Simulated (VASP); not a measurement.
# LiLaO3 (R3c) in VASP: single point with r2SCAN

Aim: the single point of LiLaO3 with r2SCAN.

Everything below comes from runs of VASP 6.6.1. Logs are shortened: lines on timing, memory, paths and dates and some standing lists are left out, and cuts for length are marked.

## Step 1: The cell of the first run

It takes space group R3c (No. 161, trigonal). The conventional cell has a = 5.677 Å, b = 5.677 Å, c = 15.182 Å, α = 90.00°, β = 90.00°, γ = 120.00°. Li (site symmetry 3) has 6 O at 2.25 to 2.54 Å within 3.0 Å. Within 2.8 Å of La (site symmetry 3) lie 6 O at 2.10 to 2.28 Å. Within 2.8 Å of O (site symmetry 1) lie 2 La at 2.10 to 2.28 Å and 2 Li at 2.25 to 2.54 Å.

## Step 2: Single point, r2SCAN

File POSCAR:

```
LiLaO3
1.0
    2.8384920000      4.9164080000      0.0000000000
   -2.8384920000      4.9164080000      0.0000000000
    0.0000000000     -3.2776050000      5.0605240000
Li La O
2 2 6
Direct
    0.2808000000      0.2808000000      0.8424000000
    0.7808000000      0.7808000000      0.3424000000
    0.0009000000      0.0009000000      0.0027000000
    0.5009000000      0.5009000000      0.5027000000
    0.1192700000      0.3637000000      0.2094000000
    0.7264300000      0.1192700000      0.2094000000
    0.3637000000      0.7264300000      0.2094000000
    0.2264300000      0.8637000000      0.7094000000
    0.8637000000      0.6192700000      0.7094000000
    0.6192700000      0.2264300000      0.7094000000
```

File INCAR.step1:

```
SYSTEM = LiLaO3
PREC     = Accurate       ! precision mode
ENCUT    = 520            ! plane-wave cutoff, eV
ISMEAR   = -1             ! smearing method
SIGMA    = 0.1            ! smearing width, eV
LREAL    = .FALSE.        ! projectors in reciprocal space
LASPH    = .TRUE.         ! aspherical terms in the spheres
NELM     = 60             ! most SCF steps
NBANDS   = 43             ! bands
GGA      = PE             ! functional
ALGO     = Normal         ! electronic algorithm
EDIFF    = 1E-4           ! SCF threshold, eV
LWAVE    = .TRUE.         ! write WAVECAR
LCHARG   = .FALSE.        ! write CHGCAR
```

File INCAR.step2:

```
SYSTEM = LiLaO3
PREC     = Accurate       ! precision mode
ENCUT    = 520            ! plane-wave cutoff, eV
EDIFF    = 1E-7           ! SCF threshold, eV
ISMEAR   = -1             ! smearing method
SIGMA    = 0.1            ! smearing width, eV
LREAL    = .FALSE.        ! projectors in reciprocal space
LASPH    = .TRUE.         ! aspherical terms in the spheres
NELM     = 60             ! most SCF steps
ALGO     = Normal         ! electronic algorithm
ISIF     = 2              ! what is computed and relaxed
LWAVE    = .FALSE.        ! write WAVECAR
LCHARG   = .FALSE.        ! write CHGCAR
METAGGA  = R2SCAN         ! meta-GGA
LMIXTAU  = .TRUE.       
NBANDS   = 43             ! bands
ISTART   = 1
```

File KPOINTS:

```
Automatic mesh
0
G
  7 7 7
  0 0 0
```

Potentials or basis: VASP PAW PBE potentials, release 64 (Li_sv, La, O).

Run with:

```bash
$ cat potpaw_PBE.64/Li_sv/POTCAR potpaw_PBE.64/La/POTCAR potpaw_PBE.64/O/POTCAR > POTCAR
$ cp INCAR.step1 INCAR
$ mpirun -np 1 vasp_std > vasp.out
$ cp INCAR.step2 INCAR
$ mpirun -np 1 vasp_std > vasp.out
```

OUTCAR:

```text
SYSTEM = LiLaO3
   PREC = Accurate
   ENCUT = 520
   EDIFF = 1E-7
   ISMEAR = -1
   LREAL = .FALSE.
   LASPH = .TRUE.
   NELM = 60
   ISIF = 2
   METAGGA = R2SCAN
   ISTART = 1

 ion  position               nearest neighbor table
   1  0.281  0.281  0.842-  10 2.25   8 2.25   9 2.25
   2  0.781  0.781  0.342-   6 2.25   7 2.25   5 2.25
   3  0.001  0.001  0.003-   5 2.10   6 2.10   7 2.10   9 2.28   8 2.28  10 2.28
   4  0.501  0.501  0.503-   9 2.10  10 2.10   8 2.10   5 2.28   7 2.28   6 2.28
   5  0.119  0.364  0.209-   3 2.10   2 2.25   4 2.28
   6  0.726  0.119  0.209-   3 2.10   2 2.25   4 2.28
   7  0.364  0.726  0.209-   3 2.10   2 2.25   4 2.28
   8  0.226  0.864  0.709-   4 2.10   1 2.25   3 2.28
   9  0.864  0.619  0.709-   4 2.10   1 2.25   3 2.28
  10  0.619  0.226  0.709-   4 2.10   1 2.25   3 2.28

  LATTYP: Found a trigonal (rhomboedric) cell.
 ALAT       =     6.0292300720
 COS(alpha) =     0.5567164333

  Lattice vectors:

 A1 = (   2.8384920000,   1.6388030000,   5.0605240000)
 A2 = (  -2.8384920000,   1.6388030000,   5.0605240000)
 A3 = (   0.0000000000,  -3.2776050000,   5.0605240000)

Analysis of symmetry for initial positions (statically):
=====================================================================
 Subroutine PRICEL returns:
 Original cell was already a primitive cell.

 Routine SETGRP: Setting up the symmetry group for a
 trigonal (rhombohedral) supercell.

 Subroutine GETGRP returns: Found  6 space group operations
 (whereof  3 operations were pure point group operations)
 out of a pool of 12 trial point group operations.

The static configuration has the point symmetry C_3 .
 The point group associated with its full space group is C_3v.

Analysis of symmetry for dynamics (positions and initial velocities):
=====================================================================
 Subroutine PRICEL returns:
 Original cell was already a primitive cell.

 Routine SETGRP: Setting up the symmetry group for a
 trigonal (rhombohedral) supercell.

 Subroutine GETGRP returns: Found  6 space group operations
 (whereof  3 operations were pure point group operations)
 out of a pool of 12 trial point group operations.

The dynamic configuration has the point symmetry C_3 .
 The point group associated with its full space group is C_3v.

 Subroutine INISYM returns: Found  6 space group operations
 (whereof  3 operations are pure point group operations),
[... 113 lines left out ...]
   LREAL  =      F    real-space projection
   EDIFFG = 0.1E-05   stopping-criterion for IOM
   NSW    =      0    number of steps for IOM
   IBRION =     -1    ionic relax: 0-MD 1-quasi-New 2-CG
   NFREE  =      0    steps in history (QN), initial steepest desc. (CG)
   ISIF   =      2    stress and relaxation
   ISYM   =      2    0-nonsym 1-usesym 2-fastsym
   POTIM  = 0.5000    time-step for ionic-motion
   TEBEG  =    0.0;   TEEND  =   0.0 temperature during run
   PSTRESS=    0.0 pullay stress
   NELECT =      64.0000    total number of electrons
   NUPDOWN=      -1.0000    fix difference up-down
   EMIN   =  10.00;   EMAX   =-10.00  energy-range for DOS
   EFERMI =   0.00;   METHOD = LEGACY
   ISMEAR =    -1;   SIGMA  =   0.10  broadening in eV -4-tet -1-fermi 0-gaus
   EFERMI_NEDOS =   21; number of points for ismear=-14 and -15
   IALGO  =     38    algorithm
   IMIX   =      4    mixing-type and parameters
     AMIX     =   0.40;   BMIX     =  1.00
     AMIX_MAG =   1.60;   BMIX_MAG =  1.00
  volume/ion in A,a.u.               =      14.12        95.31
  Fermi-wavevector in a.u.,A,eV,Ry     =   1.257422  2.376183 21.512316  1.581111
  Thomas-Fermi vector in A             =   2.391082
   LORBIT       =      0    0 simple, 1 ext, 2 COOP (PROOUT), +10 PAW based schemes
   METAGGA = R2SCAN    functional components
   LHFCALC =     F    Hartree Fock is set to
   AEXX    =    0.0000 exact exchange contribution
   IVDW    =     0    specifies the selected vdW correction
   LEPSILON=     F    determine dielectric tensor
   LRPA    =     F    only Hartree local field effects (RPA)
 non-spin polarized calculation
  energy-cutoff  :      520.00
  volume of cell :      141.24
 maximum number of plane-waves:      3821
 NGX is ok and might be reduce to    42
   NGX = 21   NGY = 21   NGZ = 23

 number of electron      64.0000003 magnetization

 Free energy of the ion-electron system (eV)
  ---------------------------------------------------
  ext. energy  EPLUGINS =         0.00000000
  ---------------------------------------------------
  free energy    TOTEN  =      -118.05202142 eV

  energy without entropy =     -117.85197745  energy(sigma->0) =     -117.95199943

 E-fermi :   2.4364     XC(G=0): -10.1377

 val. band max:        2.4347783313   @ k =   0.1429   0.1429   0.2857
 cond. band min:       2.4558967829   @ k =  -0.1429   0.1429   0.0000
 fundamental gap:      0.0211184516
 Fermi energy:         2.4363734797

 k-point     1 :       0.0000    0.0000    0.0000
  band No.  band energies     occupation
      1     -42.9040      2.00000
      2     -42.9035      2.00000
      3     -27.5268      2.00000
      4     -27.2445      2.00000
      5     -16.4480      2.00000
      6     -16.4480      2.00000
[... 1093 lines left out ...]
     42       9.7095      0.00000
     43       9.7370      0.00000

 [... further k-points ...]
[... 5 lines left out ...]
  --------------------------------------------------------------------------------------
  -------------------------------------------------------------------------------------
  Total        5.8545628      5.8545525      6.4950162      0.0000000      0.0000004      0.0000000
  in kB       66.4116054     66.4114876     73.6766292      0.0000000      0.0000049      0.0000000
  external PRESSURE =      68.8332407 kB  Pullay stress =       0.0000000 kB

 VOLUME and BASIS-vectors are now :
 -----------------------------------------------------------------------------
  energy-cutoff  :      520.00
  volume of cell :      141.24
      direct lattice vectors                 reciprocal lattice vectors
     2.838492000  4.916408000  0.000000000     0.176149871  0.101700266  0.065869325
    -2.838492000  4.916408000  0.000000000    -0.176149871  0.101700266  0.065869325
     0.000000000 -3.277605000  5.060524000     0.000000000  0.000000000  0.197607995

 POSITION                                       TOTAL-FORCE (eV/Angst)
 -----------------------------------------------------------------------------------
      0.00000      0.00000      4.26299         0.000000     -0.000000     -0.012433
      0.00000      6.55521      1.73272         0.000000     -0.000000     -0.012433
      0.00000      0.00000      0.01366         0.000000     -0.000000     -0.970927
      0.00000      3.27761      2.54393         0.000000     -0.000000     -0.970927
     -0.69381      1.68815      1.05967        -0.935477      0.889648      0.327787
      1.72342      3.47148      1.05967        -0.302720     -1.254971      0.327787
     -1.02961      4.67319      1.05967         1.238197      0.365322      0.327787
     -1.80889      3.03439      3.58994        -1.238197      0.365322      0.327787
      0.69381      4.96575      3.58994         0.935477      0.889648      0.327787
      1.11507      1.83267      3.58994         0.302720     -1.254971      0.327787
 -----------------------------------------------------------------------------------
    total drift:                               -0.000000      0.000061     -0.063143

  FREE ENERGIE OF THE ION-ELECTRON SYSTEM (eV)
  ---------------------------------------------------
  free  energy   TOTEN  =      -118.0520214167 eV

  energy  without entropy=     -117.8519774497  energy(sigma->0) =     -117.95199943
```

Run time: 50 min. Hardware: 1 thread of Oxide Virtual Turin-like, shared host; peak memory 0.43 GiB.

What came out:

* Free energy: -118.0520 eV
* Largest force: 1.332 eV/Å
* Band gap on the k mesh: zero (band 32 reaches 2.74 eV, above the bottom of band 33 at 2.14 eV)

Forces on the atoms (eV/Å):
```
Li   0.000  0.000 -0.012
Li   0.000  0.000 -0.012
La   0.000  0.000 -0.971
La   0.000  0.000 -0.971
O   -0.935  0.890  0.328
O   -0.303 -1.255  0.328
O    1.238  0.365  0.328
O   -1.238  0.365  0.328
O    0.935  0.890  0.328
O    0.303 -1.255  0.328
```

Levels at points of the mesh, in eV from the Fermi level:
```
           k point  band 30  band 31  band 32  band 33  band 34  band 35
(0.00, 0.00, 0.00)    -0.81    -0.81     0.26     0.58     0.58     6.18
```

Caveat: the cutoff is under 1.25 times the usual one of these potentials, so pressure, stress and relaxed cells hold a basis-set (Pulay) error; the PAW data sets were made with another functional, which shifts forces and pressure a little; spin-orbit coupling is left out, which moves the levels of the heavy elements.
